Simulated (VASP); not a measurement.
# BN (F-43m) in VASP: notebook

The runs below take BN through electric field gradients, with PBE.

All numbers are computed with VASP 6.6.1; they aren't measurements. Logs are shortened: lines on timing, memory, paths and dates and some standing lists are left out, and cuts for length are marked.

### 1 The cell of the first run

It takes space group F-43m (No. 216, cubic). Conventional cell: a = 3.686 Å, b = 3.686 Å, c = 3.686 Å, α = 90.00°, β = 90.00°, γ = 90.00°. B (site symmetry -43m) has 4 N at 1.60 Å within 2.1 Å. N (site symmetry -43m) has 4 B at 1.60 Å within 2.1 Å.

### 2 Electric field gradients, PBE (volume scaled by 1.06)

Contents of INCAR:

```
ALGO = Normal
EDIFF = 1E-8
ENCUT = 520
GGA = PE
ISIF = 2
ISMEAR = -1
LASPH = T
LCHARG = F
LEFG = T
LREAL = F
LWAVE = F
NBANDS = 11
NELM = 100
PREC = Accurate
SIGMA = 0.03
```

Contents of KPOINTS:

```
k-points
0
Gamma
  13 13 13
```

Contents of POSCAR:

```
BN
1.0
    0.0000000000      1.8429501765      1.8429501765
    1.8429501765      0.0000000000      1.8429501765
    1.8429501765      1.8429501765      0.0000000000
B N
1 1
Direct
    0.0000000000      0.0000000000      0.0000000000
    0.7500000000      0.7500000000      0.7500000000
```

Potentials or basis: VASP PAW PBE potentials, release 64 (B, N).

Run with:

```sh
$ cat potpaw_PBE.64/B/POTCAR potpaw_PBE.64/N/POTCAR > POTCAR
$ mpirun -np 1 vasp_std > vasp.out
```

OUTCAR:

```text
EDIFF = 1E-8
   ENCUT = 520
   GGA = PE
   ISIF = 2
   ISMEAR = -1
   LASPH = T
   LREAL = F
   NELM = 100
   PREC = Accurate

 ion  position               nearest neighbor table
   1  0.000  0.000  0.000-   2 1.60   2 1.60   2 1.60   2 1.60
   2  0.750  0.750  0.750-   1 1.60   1 1.60   1 1.60   1 1.60

  LATTYP: Found a face centered cubic cell.
 ALAT       =     3.6859003530

  Lattice vectors:

 A1 = (   0.0000000000,   1.8429501765,   1.8429501765)
 A2 = (   1.8429501765,   0.0000000000,   1.8429501765)
 A3 = (   1.8429501765,   1.8429501765,   0.0000000000)

Analysis of symmetry for initial positions (statically):
=====================================================================
 Subroutine PRICEL returns:
 Original cell was already a primitive cell.

 Routine SETGRP: Setting up the symmetry group for a
 face centered cubic supercell.

 Subroutine GETGRP returns: Found 24 space group operations
 (whereof 24 operations were pure point group operations)
 out of a pool of 48 trial point group operations.

The static configuration has the point symmetry T_d .

Analysis of symmetry for dynamics (positions and initial velocities):
=====================================================================
 Subroutine PRICEL returns:
 Original cell was already a primitive cell.

 Routine SETGRP: Setting up the symmetry group for a
 face centered cubic supercell.

 Subroutine GETGRP returns: Found 24 space group operations
 (whereof 24 operations were pure point group operations)
 out of a pool of 48 trial point group operations.

The dynamic configuration has the point symmetry T_d .

 Subroutine INISYM returns: Found 24 space group operations
 (whereof 24 operations are pure point group operations),
 and found     1 'primitive' translations

----------------------------------------------------------------------------------------

                                     Primitive cell

  volume of cell :      12.5190

  direct lattice vectors                    reciprocal lattice vectors
     0.000000000  1.842950177  1.842950177    -0.271304133  0.271304133  0.271304133
[... 126 lines left out ...]
  ---------------------------------------------------
  ext. energy  EPLUGINS =         0.00000000
  ---------------------------------------------------
  free energy    TOTEN  =       -17.41876317 eV

  energy without entropy =      -17.41876317  energy(sigma->0) =      -17.41876317

 E-fermi :   7.2626     XC(G=0): -12.5365

 val. band max:        6.7021799314   @ k =   0.0000   0.0000   0.0000
 cond. band min:      11.1668661743   @ k =   0.4615   0.4615   0.0000
 fundamental gap:      4.4646862429
 Fermi energy:         7.2625566031

 k-point     1 :       0.0000    0.0000    0.0000
  band No.  band energies     occupation
      1     -12.8812      2.00000
      2       6.7022      2.00000
      3       6.7022      2.00000
      4       6.7022      2.00000
      5      15.2450      0.00000
      6      15.2450      0.00000
      7      15.2450      0.00000
      8      16.1200      0.00000
      9      30.3773      0.00000
     10      33.7706      0.00000
     11      33.7706      0.00000
[... 309 lines left out ...]
 k-point    24 :       0.4615    0.1538    0.0000
  band No.  band energies     occupation
      1      -9.1398      2.00000
      2      -2.1401      2.00000
      3       3.5831      2.00000
      4       4.0370      2.00000
      5      15.2934      0.00000
      6      18.1404      0.00000
      7      18.7667      0.00000
      8      20.7322      0.00000
      9      26.8782      0.00000
     10      31.8470      0.00000
     11      33.8723      0.00000

 [... further k-points ...]
[... 5 lines left out ...]
  --------------------------------------------------------------------------------------
  -------------------------------------------------------------------------------------
  Total       -1.3218739     -1.3218739     -1.3218739      0.0000000     -0.0000000     -0.0000000
  in kB     -169.1725219   -169.1725219   -169.1725219      0.0000000     -0.0000000     -0.0000000
  external PRESSURE =    -169.1725219 kB  Pullay stress =       0.0000000 kB

 VOLUME and BASIS-vectors are now :
 -----------------------------------------------------------------------------
  energy-cutoff  :      520.00
  volume of cell :       12.52
      direct lattice vectors                 reciprocal lattice vectors
     0.000000000  1.842950177  1.842950177    -0.271304133  0.271304133  0.271304133
     1.842950177  0.000000000  1.842950177     0.271304133 -0.271304133  0.271304133
     1.842950177  1.842950177  0.000000000     0.271304133  0.271304133 -0.271304133

 POSITION                                       TOTAL-FORCE (eV/Angst)
 -----------------------------------------------------------------------------------
      0.00000      0.00000      0.00000         0.000000      0.000000     -0.000000
      2.76443      2.76443      2.76443        -0.000000     -0.000000      0.000000
 -----------------------------------------------------------------------------------
    total drift:                                0.000000      0.000000     -0.000000

  FREE ENERGIE OF THE ION-ELECTRON SYSTEM (eV)
  ---------------------------------------------------
  free  energy   TOTEN  =       -17.4187631680 eV

  energy  without entropy=      -17.4187631680  energy(sigma->0) =      -17.41876317

 Electric field gradients (V/A^2)
---------------------------------------------------------------------
 ion       V_xx      V_yy      V_zz      V_xy      V_xz      V_yz
---------------------------------------------------------------------
   1       0.000     0.000     0.000     0.000     0.000     0.000
   2      -0.000    -0.000    -0.000     0.000     0.000     0.000
---------------------------------------------------------------------

 Electric field gradients after diagonalization (V/A^2)
 (convention: |V_zz| > |V_xx| > |V_yy|)
----------------------------------------------------------------------
 ion       V_xx      V_yy      V_zz     asymmetry (V_yy - V_xx)/ V_zz
----------------------------------------------------------------------
   1      -0.000    -0.000     0.000       0.000
   2      -0.000    -0.000     0.001       0.000
----------------------------------------------------------------------

           NMR quadrupolar parameters

 Cq : quadrupolar parameter    Cq=e*Q*V_zz/h
 eta: asymmetry parameters     (V_yy - V_xx)/ V_zz
 Q  : nuclear electric quadrupole moment in mb (millibarn)
----------------------------------------------------------------------
 ion       Cq(MHz)       eta       Q (mb)
----------------------------------------------------------------------
   1       0.000       0.000       1.000
   2       0.000       0.000       1.000
----------------------------------------------------------------------
```

Wall time 7.7 s (1 thread of Intel Xeon Platinum 8488C (Sapphire Rapids), shared host); peak memory 0.12 GiB.

What came out:

- Free energy: -17.4188 eV
- Pressure: -16.9 GPa
- Band gap on the k mesh: 4.46 eV, indirect (least direct gap 8.54 eV)

Levels at points of the mesh, in eV from the valence-band top:
```
           k point  band 2  band 3  band 4  band 5  band 6  band 7
(0.00, 0.00, 0.00)    0.00    0.00    0.00    8.54    8.54    8.54
```

Caveat: without QUAD_EFG the Cq values of the log hold for a quadrupole moment of 1 mb, not for the nuclei. A k mesh can miss the band edges.

### 3 Electric field gradients, PBE (volume scaled by 1.06)

Contents of INCAR:

```
SYSTEM = BN
ALGO = Normal
EDIFF = 1E-8
ENCUT = 520
GGA = PE
ISIF = 2
ISMEAR = -1
LASPH = .True.
LCHARG = .False.
LEFG = .True.
LREAL = .False.
LWAVE = .False.
NBANDS = 11
NELM = 80
PREC = Accurate
SIGMA = 0.03
```

Contents of KPOINTS:

```
k-points
0
Gamma
  13 13 13
  0 0 0
```

POSCAR is that of step 2.

Potentials or basis: VASP PAW PBE potentials, release 64 (B, N).

Run with:

```sh
$ cat potpaw_PBE.64/B/POTCAR potpaw_PBE.64/N/POTCAR > POTCAR
$ mpirun -np 1 vasp_std > vasp.out
```

OUTCAR:

```text
SYSTEM = BN
   EDIFF = 1E-8
   ENCUT = 520
   GGA = PE
   ISIF = 2
   ISMEAR = -1
   LASPH = .True.
   LREAL = .False.
   NELM = 80
   PREC = Accurate

 ion  position               nearest neighbor table
   1  0.000  0.000  0.000-   2 1.60   2 1.60   2 1.60   2 1.60
   2  0.750  0.750  0.750-   1 1.60   1 1.60   1 1.60   1 1.60

  LATTYP: Found a face centered cubic cell.
 ALAT       =     3.6859003530

  Lattice vectors:

 A1 = (   0.0000000000,   1.8429501765,   1.8429501765)
 A2 = (   1.8429501765,   0.0000000000,   1.8429501765)
[... 547 lines left out ...]
  ---------------------------------------------------
  free  energy   TOTEN  =       -17.4187631680 eV

  energy  without entropy=      -17.4187631680  energy(sigma->0) =      -17.41876317

 Electric field gradients (V/A^2)
---------------------------------------------------------------------
 ion       V_xx      V_yy      V_zz      V_xy      V_xz      V_yz
---------------------------------------------------------------------
   1       0.000     0.000     0.000     0.000     0.000     0.000
   2      -0.000    -0.000    -0.000     0.000     0.000     0.000
---------------------------------------------------------------------

 Electric field gradients after diagonalization (V/A^2)
 (convention: |V_zz| > |V_xx| > |V_yy|)
----------------------------------------------------------------------
 ion       V_xx      V_yy      V_zz     asymmetry (V_yy - V_xx)/ V_zz
----------------------------------------------------------------------
   1      -0.000    -0.000     0.000       0.000
   2      -0.000    -0.000     0.001       0.000
----------------------------------------------------------------------

           NMR quadrupolar parameters

 Cq : quadrupolar parameter    Cq=e*Q*V_zz/h
 eta: asymmetry parameters     (V_yy - V_xx)/ V_zz
 Q  : nuclear electric quadrupole moment in mb (millibarn)
----------------------------------------------------------------------
 ion       Cq(MHz)       eta       Q (mb)
----------------------------------------------------------------------
   1       0.000       0.000       1.000
   2       0.000       0.000       1.000
----------------------------------------------------------------------
```

OSZICAR:

```text
N       E                     dE             d eps       ncg     rms          rms(c)
DAV:   1     0.110995622085E+02    0.11100E+02   -0.48580E+03  1936   0.716E+02
DAV:   2    -0.177188666259E+02   -0.28818E+02   -0.27983E+02  2237   0.163E+02
DAV:   3    -0.182982506322E+02   -0.57938E+00   -0.57829E+00  2195   0.197E+01
DAV:   4    -0.182989679560E+02   -0.71732E-03   -0.71731E-03  1983   0.782E-01
DAV:   5    -0.182989686420E+02   -0.68608E-06   -0.68607E-06  2112   0.240E-02    0.639E+00
DAV:   6    -0.174857194962E+02    0.81325E+00   -0.30420E+00  1947   0.976E+00    0.307E+00
DAV:   7    -0.174310005218E+02    0.54719E-01   -0.81992E-02  2037   0.243E+00    0.185E+00
DAV:   8    -0.174185390793E+02    0.12461E-01   -0.32977E-02  2028   0.130E+00    0.164E-01
DAV:   9    -0.174186618330E+02   -0.12275E-03   -0.10918E-03  1989   0.255E-01    0.780E-02
DAV:  10    -0.174187571605E+02   -0.95328E-04   -0.13128E-04  1994   0.978E-02    0.144E-02
DAV:  11    -0.174187631296E+02   -0.59691E-05   -0.10880E-05  2127   0.267E-02    0.106E-02
DAV:  12    -0.174187631583E+02   -0.28686E-07   -0.18245E-06  2031   0.909E-03    0.646E-04
DAV:  13    -0.174187631457E+02    0.12608E-07   -0.24731E-08  2067   0.153E-03    0.386E-04
DAV:  14    -0.174187631683E+02   -0.22585E-07   -0.47373E-09  1467   0.541E-04    0.978E-05
DAV:  15    -0.174187631680E+02    0.29701E-09   -0.13843E-10   951   0.130E-04
   1 F= -.17418763E+02 E0= -.17418763E+02  d E =-.136280E-10
```

Wall time 8 s (1 thread of Intel Xeon Platinum 8488C (Sapphire Rapids), shared host); peak memory 0.12 GiB.

Results:

| Quantity | Value |
| --- | --- |
| Free energy | -17.4188 eV |
| Pressure | -16.9 GPa |
| Band gap on the k mesh | 4.46 eV, indirect (least direct gap 8.54 eV) |

Caveat: without QUAD_EFG the Cq values of the log hold for a quadrupole moment of 1 mb, not for the nuclei. A k mesh can miss the band edges.

### 4 Electric field gradients, PBE (volume scaled by 0.94)

Contents of INCAR:

```
ALGO = Normal
EDIFF = 1E-8
ENCUT = 520
GGA = PE
ISIF = 2
ISMEAR = -1
LASPH = T
LCHARG = F
LEFG = T
LREAL = F
LWAVE = F
NBANDS = 11
NELM = 80
PREC = Accurate
SIGMA = 0.03
```

Contents of KPOINTS:

```
k-points
0
Gamma
  13 13 13
```

Contents of POSCAR:

```
BN
1.0
    0.0000000000      1.7706018915      1.7706018915
    1.7706018915      0.0000000000      1.7706018915
    1.7706018915      1.7706018915      0.0000000000
B N
1 1
Direct
    0.0000000000      0.0000000000      0.0000000000
    0.7500000000      0.7500000000      0.7500000000
```

Potentials or basis: VASP PAW PBE potentials, release 64 (B, N).

Run with:

```sh
$ cat potpaw_PBE.64/B/POTCAR potpaw_PBE.64/N/POTCAR > POTCAR
$ mpirun -np 1 vasp_std > vasp.out
```

OUTCAR:

```text
EDIFF = 1E-8
   ENCUT = 520
   GGA = PE
   ISIF = 2
   ISMEAR = -1
   LASPH = T
   LREAL = F
   NELM = 80
   PREC = Accurate

 ion  position               nearest neighbor table
   1  0.000  0.000  0.000-   2 1.53   2 1.53   2 1.53   2 1.53
   2  0.750  0.750  0.750-   1 1.53   1 1.53   1 1.53   1 1.53

  LATTYP: Found a face centered cubic cell.
 ALAT       =     3.5412037830

  Lattice vectors:

 A1 = (   0.0000000000,   1.7706018915,   1.7706018915)
 A2 = (   1.7706018915,   0.0000000000,   1.7706018915)
 A3 = (   1.7706018915,   1.7706018915,   0.0000000000)

Analysis of symmetry for initial positions (statically):
=====================================================================
 Subroutine PRICEL returns:
 Original cell was already a primitive cell.

 Routine SETGRP: Setting up the symmetry group for a
 face centered cubic supercell.

 Subroutine GETGRP returns: Found 24 space group operations
[... 522 lines left out ...]
  volume of cell :       11.10
      direct lattice vectors                 reciprocal lattice vectors
     0.000000000  1.770601891  1.770601891    -0.282389849  0.282389849  0.282389849
     1.770601891  0.000000000  1.770601891     0.282389849 -0.282389849  0.282389849
     1.770601891  1.770601891  0.000000000     0.282389849  0.282389849 -0.282389849

 POSITION                                       TOTAL-FORCE (eV/Angst)
 -----------------------------------------------------------------------------------
      0.00000      0.00000      0.00000        -0.000000     -0.000000     -0.000000
      2.65590      2.65590      2.65590         0.000000      0.000000      0.000000
 -----------------------------------------------------------------------------------
    total drift:                               -0.000000     -0.000000     -0.000000

  FREE ENERGIE OF THE ION-ELECTRON SYSTEM (eV)
  ---------------------------------------------------
  free  energy   TOTEN  =       -17.3777427256 eV

  energy  without entropy=      -17.3777427256  energy(sigma->0) =      -17.37774273

 Electric field gradients (V/A^2)
---------------------------------------------------------------------
 ion       V_xx      V_yy      V_zz      V_xy      V_xz      V_yz
---------------------------------------------------------------------
   1      -0.000     0.000    -0.000    -0.000    -0.000    -0.000
   2       0.000     0.000    -0.000    -0.001    -0.001    -0.001
---------------------------------------------------------------------

 Electric field gradients after diagonalization (V/A^2)
 (convention: |V_zz| > |V_xx| > |V_yy|)
----------------------------------------------------------------------
 ion       V_xx      V_yy      V_zz     asymmetry (V_yy - V_xx)/ V_zz
----------------------------------------------------------------------
   1       0.000     0.000    -0.000       0.000
   2       0.001     0.001    -0.001       0.000
----------------------------------------------------------------------

           NMR quadrupolar parameters

 Cq : quadrupolar parameter    Cq=e*Q*V_zz/h
 eta: asymmetry parameters     (V_yy - V_xx)/ V_zz
 Q  : nuclear electric quadrupole moment in mb (millibarn)
----------------------------------------------------------------------
 ion       Cq(MHz)       eta       Q (mb)
----------------------------------------------------------------------
   1      -0.000       0.000       1.000
   2      -0.000       0.000       1.000
----------------------------------------------------------------------
```

stdout:

```text
POSCAR found type information on POSCAR B N
 POSCAR found :  2 types and       2 ions
 scaLAPACK will be used
 LDA part: xc-table for (Slater+PW92), standard interpolation
 POSCAR, INCAR and KPOINTS ok, starting setup
 FFT: planning ... GRIDC
 FFT: planning ... GRID_SOFT
 FFT: planning ... GRID
 WAVECAR not read
 entering main loop
ion   1

ion   2
```

Wall time 12 s (1 thread of AMD EPYC 7R43 (Zen 3), shared host); peak memory 0.08 GiB.

Results:

| Quantity | Value |
| --- | --- |
| Free energy | -17.3777 eV |
| Pressure | 30.0 GPa |
| Band gap on the k mesh | 4.60 eV, indirect (least direct gap 9.12 eV) |

Caveat: without QUAD_EFG the Cq values of the log hold for a quadrupole moment of 1 mb, not for the nuclei. A k mesh can miss the band edges.
